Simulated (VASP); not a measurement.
# Fe (P6_3/mmc) in VASP: notebook

The runs below take Fe through single point, with PBE.

Program: VASP 6.6.1. These are calculated values, not measurements. Logs are shortened: lines on timing, memory, paths and dates and some standing lists are left out, and cuts for length are marked.

**1. The cell of the first run**

Symmetry: P6_3/mmc, No. 194, hexagonal system. Conventional cell: a = 2.434 Å, b = 2.434 Å, c = 3.842 Å, α = 90.00°, β = 90.00°, γ = 120.00°. Fe (site symmetry -6m2) has 12 Fe at 2.38 to 2.43 Å within 3.1 Å.

This isn't the form of Fe at room conditions, which is bcc.

**2. Single point, PBE**

Contents of INCAR:

```
ALGO = Normal
EDIFF = 1E-6
ENCUT = 520
GGA = PE
ISIF = 2
ISMEAR = -1
LASPH = T
LCHARG = F
LREAL = F
LWAVE = F
NBANDS = 15
NELM = 60
PREC = Accurate
SIGMA = 0.08
```

Contents of KPOINTS:

```
k-points
0
Gamma
  17 17 10
```

Contents of POSCAR:

```
Fe
1.0
    2.4341575853      0.0000000000      0.0000000000
   -1.2170787927      2.1080423057      0.0000000000
    0.0000000000      0.0000000000      3.8419344700
Fe
2
Direct
    0.3333333333      0.6666666667      0.2500000000
    0.6666666667      0.3333333333      0.7500000000
```

Potentials or basis: VASP PAW PBE potentials, release 64 (Fe).

Run with:

```sh
$ cat potpaw_PBE.64/Fe/POTCAR > POTCAR
$ mpirun -np 1 vasp_std > vasp.out
```

OUTCAR:

```text
EDIFF = 1E-6
   ENCUT = 520
   GGA = PE
   ISIF = 2
   ISMEAR = -1
   LASPH = T
   LREAL = F
   NELM = 60
   PREC = Accurate

 ion  position               nearest neighbor table
   1  0.333  0.667  0.250-   2 2.38   2 2.38   2 2.38   2 2.38   2 2.38   2 2.38
   2  0.667  0.333  0.750-   1 2.38   1 2.38   1 2.38   1 2.38   1 2.38   1 2.38

  LATTYP: Found a hexagonal cell.
 ALAT       =     2.4341575853
 C/A-ratio  =     1.5783425417

  Lattice vectors:

 A1 = (   2.4341575853,   0.0000000000,   0.0000000000)
 A2 = (  -1.2170787927,   2.1080423057,   0.0000000000)
 A3 = (   0.0000000000,   0.0000000000,   3.8419344700)

Analysis of symmetry for initial positions (statically):
=====================================================================
 Subroutine PRICEL returns:
 Original cell was already a primitive cell.

 Routine SETGRP: Setting up the symmetry group for a
 hexagonal supercell.

 Subroutine GETGRP returns: Found 24 space group operations
 (whereof 12 operations were pure point group operations)
 out of a pool of 24 trial point group operations.

The static configuration has the point symmetry D_3d.
 The point group associated with its full space group is D_6h.

Analysis of symmetry for dynamics (positions and initial velocities):
=====================================================================
 Subroutine PRICEL returns:
 Original cell was already a primitive cell.

 Routine SETGRP: Setting up the symmetry group for a
 hexagonal supercell.

 Subroutine GETGRP returns: Found 24 space group operations
 (whereof 12 operations were pure point group operations)
 out of a pool of 24 trial point group operations.

The dynamic configuration has the point symmetry D_3d.
 The point group associated with its full space group is D_6h.

 Subroutine INISYM returns: Found 24 space group operations
 (whereof 12 operations are pure point group operations),
 and found     1 'primitive' translations

----------------------------------------------------------------------------------------

                                     Primitive cell

  volume of cell :      19.7141

  direct lattice vectors                    reciprocal lattice vectors
     2.434157585  0.000000000  0.000000000     0.410819746  0.237186891  0.000000000
    -1.217078793  2.108042306  0.000000000     0.000000000  0.474373781  0.000000000
     0.000000000  0.000000000  3.841934470     0.000000000  0.000000000  0.260285543

  length of vectors
     2.434157585  2.434157585  3.841934470     0.474373781  0.474373781  0.260285543

  position of ions in fractional coordinates (direct lattice)
     0.333333333  0.666666667  0.250000000
     0.666666667  0.333333333  0.750000000

  ion indices of the primitive-cell ions
   primitive index   ion index
                 1           1
                 2           2

----------------------------------------------------------------------------------------

 KPOINTS: k-points

Automatic generation of k-mesh.
 Grid dimensions read from file:
 generate k-points for:   17   17   10

 Generating k-lattice:

  Cartesian coordinates                     Fractional coordinates (reciprocal lattice)
     0.024165867  0.013952170  0.000000000     0.058823529  0.000000000  0.000000000
     0.000000000  0.027904340  0.000000000     0.000000000  0.058823529  0.000000000
     0.000000000  0.000000000  0.026028554     0.000000000  0.000000000  0.100000000

  Length of vectors
     0.027904340  0.027904340  0.026028554

  Shift w.r.t. Gamma in fractional coordinates (k-lattice)
     0.000000000  0.000000000  0.000000000

 Subroutine IBZKPT returns following result:
 ===========================================

 Found    198 irreducible k-points:

 Following reciprocal coordinates:
            Coordinates               Weight
  0.000000  0.000000  0.000000      1.000000
  0.058824  0.000000  0.000000      6.000000
  0.117647  0.000000  0.000000      6.000000
  0.176471  0.000000  0.000000      6.000000
  0.235294  0.000000  0.000000      6.000000
  0.294118  0.000000  0.000000      6.000000
[... 16 lines left out ...]
  0.411765  0.117647  0.000000     12.000000
  0.176471  0.176471  0.000000      6.000000
 [... further k-points ...]
   k-points           NKPTS =    198   k-points in BZ     NKDIM =    198   number of bands    NBANDS=     15
   number of dos      NEDOS =    301   number of ions     NIONS =      2
   total plane-waves  NPLWV =   9720
   dimension x,y,z NGX =    18 NGY =   18 NGZ =   30
   dimension x,y,z NGXF=    36 NGYF=   36 NGZF=   60
   ions per type =               2
   NGX,Y,Z   is equivalent  to a cutoff of  12.29, 12.29, 12.98 a.u.
   NGXF,Y,Z  is equivalent  to a cutoff of  24.59, 24.59, 25.96 a.u.
 SYSTEM =  unknown system
   PREC   = accura    normal or accurate (medium, high low for compatibility)
   ISTART =      0    job   : 0-new  1-cont  2-samecut
   ICHARG =      2    charge: 1-file 2-atom 10-const
   ISPIN  =      1    spin polarized calculation?
   LNONCOLLINEAR =      F non collinear calculations
   LSORBIT =      F    spin-orbit coupling
   LASPH  =      T    aspherical Exc in radial PAW
   ENCUT  =  520.0 eV  38.22 Ry    6.18 a.u.   4.53  4.53  7.14*2*pi/ulx,y,z
   NELM   =     60;   NELMIN=  2; NELMDL= -5     # of ELM steps
   EDIFF  = 0.1E-05   stopping-criterion for ELM
   LREAL  =      F    real-space projection
   EDIFFG = 0.1E-04   stopping-criterion for IOM
   NSW    =      0    number of steps for IOM
   IBRION =     -1    ionic relax: 0-MD 1-quasi-New 2-CG
   NFREE  =      0    steps in history (QN), initial steepest desc. (CG)
   ISIF   =      2    stress and relaxation
   ISYM   =      2    0-nonsym 1-usesym 2-fastsym
   POTIM  = 0.5000    time-step for ionic-motion
   TEBEG  =    0.0;   TEEND  =   0.0 temperature during run
   PSTRESS=    0.0 pullay stress
   NELECT =      16.0000    total number of electrons
   NUPDOWN=      -1.0000    fix difference up-down
   EMIN   =  10.00;   EMAX   =-10.00  energy-range for DOS
   EFERMI =   0.00;   METHOD = LEGACY
   ISMEAR =    -1;   SIGMA  =   0.08  broadening in eV -4-tet -1-fermi 0-gaus
   EFERMI_NEDOS =   21; number of points for ismear=-14 and -15
   IALGO  =     38    algorithm
   IMIX   =      4    mixing-type and parameters
     AMIX     =   0.40;   BMIX     =  1.00
     AMIX_MAG =   1.60;   BMIX_MAG =  1.00
  volume/ion in A,a.u.               =       9.86        66.52
  Fermi-wavevector in a.u.,A,eV,Ry     =   1.527058  2.885721 31.727505  2.331906
  Thomas-Fermi vector in A             =   2.635006
   LORBIT       =      0    0 simple, 1 ext, 2 COOP (PROOUT), +10 PAW based schemes
   GGA     = PE    functional components
   LHFCALC =     F    Hartree Fock is set to
   AEXX    =    0.0000 exact exchange contribution
   IVDW    =     0    specifies the selected vdW correction
   LEPSILON=     F    determine dielectric tensor
   LRPA    =     F    only Hartree local field effects (RPA)
 non-spin polarized calculation
  energy-cutoff  :      520.00
  volume of cell :       19.71
 maximum number of plane-waves:       548
 NGX is ok and might be reduce to    18
   NGX =  9   NGY =  9   NGZ = 15

 number of electron      16.0000009 magnetization

 Free energy of the ion-electron system (eV)
  ---------------------------------------------------
  ext. energy  EPLUGINS =         0.00000000
  ---------------------------------------------------
  free energy    TOTEN  =       -16.31413217 eV

  energy without entropy =      -16.26064550  energy(sigma->0) =      -16.28738883

 E-fermi :   7.2950     XC(G=0): -13.9872

 val. band max:        7.2923794698   @ k =   0.2941   0.0000   0.2000
 cond. band min:       7.2961434078   @ k =   0.2941   0.0000   0.0000
 fundamental gap:      0.0037639380
 Fermi energy:         7.2950100291

 k-point     1 :       0.0000    0.0000    0.0000
  band No.  band energies     occupation
      1      -1.8175      2.00000
      2       2.1594      2.00000
      3       5.5578      2.00000
      4       5.5578      2.00000
      5       5.7069      2.00000
      6       6.0508      2.00000
      7       6.0508      2.00000
      8       6.3994      1.99997
      9       6.3994      1.99997
     10       7.8680      0.00155
     11       8.0379      0.00019
     12       8.0379      0.00019
     13      16.4330      0.00000
     14      29.4364      0.00000
     15      33.2224      0.00000

 k-point     2 :       0.0588    0.0000    0.0000
  band No.  band energies     occupation
      1      -1.6852      2.00000
      2       2.2462      2.00000
      3       5.3677      2.00000
      4       5.6337      2.00000
      5       5.8666      2.00000
      6       6.0128      2.00000
      7       6.1171      2.00000
      8       6.3053      1.99999
      9       6.3465      1.99999
     10       6.9886      1.95748
     11       8.0639      0.00013
     12       9.0851      0.00000
     13      16.4385      0.00000
     14      28.9574      0.00000
     15      31.7043      0.00000

 k-point     3 :       0.1176    0.0000    0.0000
  band No.  band energies     occupation
      1      -1.2965      2.00000
      2       2.4856      2.00000
      3       5.0779      2.00000
      4       5.7874      2.00000
      5       5.8551      2.00000
      6       5.8834      2.00000
      7       6.1183      2.00000
      8       6.2044      2.00000
      9       6.3097      1.99999
     10       6.4979      1.99991
     11       8.1290      0.00006
     12      10.3187      0.00000
     13      16.4594      0.00000
     14      27.2100      0.00000
     15      30.5026      0.00000
[... 343 lines left out ...]
 k-point    23 :       0.4118    0.1176    0.0000
  band No.  band energies     occupation
      1       2.7834      2.00000
      2       2.9231      2.00000
      3       3.0055      2.00000
      4       4.7845      2.00000
      5       5.1637      2.00000
      6       5.6407      2.00000
      7       6.2161      2.00000
      8       8.0911      0.00010
      9       8.2139      0.00002
     10       8.3426      0.00000
     11      10.3475      0.00000
     12      12.9567      0.00000
     13      19.1772      0.00000
     14      19.8330      0.00000
     15      20.7842      0.00000

 k-point    24 :       0.1765    0.1765    0.0000
  band No.  band energies     occupation
      1       1.2536      2.00000
      2       3.4792      2.00000
      3       3.8152      2.00000
      4       3.9997      2.00000
      5       5.3093      2.00000
      6       5.7247      2.00000
      7       6.1282      2.00000
      8       6.8072      1.99551
      9       7.4071      0.39541
     10       7.9589      0.00050
     11       8.2631      0.00001
     12      14.8570      0.00000
     13      16.8457      0.00000
     14      21.0219      0.00000
     15      21.8416      0.00000

 [... further k-points ...]

------------------------ aborting loop because EDIFF is reached ----------------------------------------

  FORCE on cell =-STRESS in cart. coord.  units (eV):
  Direction    XX          YY          ZZ          XY          YZ          ZX
  --------------------------------------------------------------------------------------
  -------------------------------------------------------------------------------------
  Total        1.2021686      1.2021686      1.3423235     -0.0000000     -0.0000000      0.0000000
  in kB       97.7007756     97.7007756    109.0912265     -0.0000000     -0.0000000      0.0000000
  external PRESSURE =     101.4975926 kB  Pullay stress =       0.0000000 kB

 VOLUME and BASIS-vectors are now :
 -----------------------------------------------------------------------------
  energy-cutoff  :      520.00
  volume of cell :       19.71
      direct lattice vectors                 reciprocal lattice vectors
     2.434157585  0.000000000  0.000000000     0.410819746  0.237186891  0.000000000
    -1.217078793  2.108042306  0.000000000     0.000000000  0.474373781  0.000000000
     0.000000000  0.000000000  3.841934470     0.000000000  0.000000000  0.260285543

 POSITION                                       TOTAL-FORCE (eV/Angst)
 -----------------------------------------------------------------------------------
     -0.00000      1.40536      0.96048        -0.000000      0.000000      0.000000
      1.21708      0.70268      2.88145         0.000000     -0.000000      0.000000
 -----------------------------------------------------------------------------------
    total drift:                                0.000000     -0.000000     -0.000000

  FREE ENERGIE OF THE ION-ELECTRON SYSTEM (eV)
  ---------------------------------------------------
  free  energy   TOTEN  =       -16.3141321653 eV

  energy  without entropy=      -16.2606455034  energy(sigma->0) =      -16.28738883
```

Run time: 76 s. Hardware: 1 thread of AMD EPYC 7R13, shared host; peak memory 0.14 GiB.

What came out:

```
Free energy            : -16.3141 eV
Pressure               : 10.1 GPa
Band gap on the k mesh : zero (bands 8 and 9 overlap by 1.91 eV)
```

Stress tensor (GPa, compression positive):
```
 9.77  0.00  0.00
 0.00  9.77  0.00
 0.00  0.00 10.91
```

Levels at points of the mesh, in eV from the Fermi level:
| k point | band 6 | band 7 | band 8 | band 9 | band 10 | band 11 |
| --- | --- | --- | --- | --- | --- | --- |
| (0.00, 0.00, 0.00) | -1.24 | -1.24 | -0.90 | -0.90 | 0.57 | 0.74 |
| (0.00, 0.00, 0.50) | -1.86 | -1.86 | -1.86 | 0.34 | 0.34 | 0.34 |

Caveat: the cell stands under pressure; the run has no spin polarisation, though such a crystal can be magnetic.

**3. Single point, PBE, non-collinear spin, zero start, spin-orbit coupling**

Contents of INCAR:

```
ALGO = Normal ; EDIFF = 1E-6
ENCUT = 520 ; GGA = PE
GGA_COMPAT = False ; ISIF = 2
ISMEAR = -1 ; LASPH = True
LCHARG = False ; LMAXMIX = 4
LORBIT = 11 ; LORBMOM = True
LREAL = False ; LSORBIT = True
LWAVE = False ; MAGMOM = 0 0 0 0 0 0
NBANDS = 28 ; NELM = 150
PREC = Accurate ; SIGMA = 0.08
```

KPOINTS is that of step 2.

POSCAR is that of step 2.

Potentials or basis: VASP PAW PBE potentials, release 64 (Fe).

Run with:

```sh
$ cat potpaw_PBE.64/Fe/POTCAR > POTCAR
$ mpirun -np 1 vasp_ncl > vasp.out
```

Wall time 5.2 min (1 thread of AMD EPYC 7R13, shared host); peak memory 0.25 GiB.

Results (log left out):

```yaml
Free_energy: -16.3270 eV
Pressure: 10.3 GPa
Net_moment: 0.00 μB per cell
Valence_electrons_inside_the_program's_atomic_spheres: Fe 7.60
```

Stress tensor (GPa, compression positive):
```
 9.91  0.00  0.00
 0.00  9.91  0.00
 0.00  0.00 11.04
```

Moments on the atoms (μB; x, y, z):
```
Fe  0.00 0.00 0.00
Fe  0.00 0.00 0.00
```

Caveat: the cell stands under pressure.
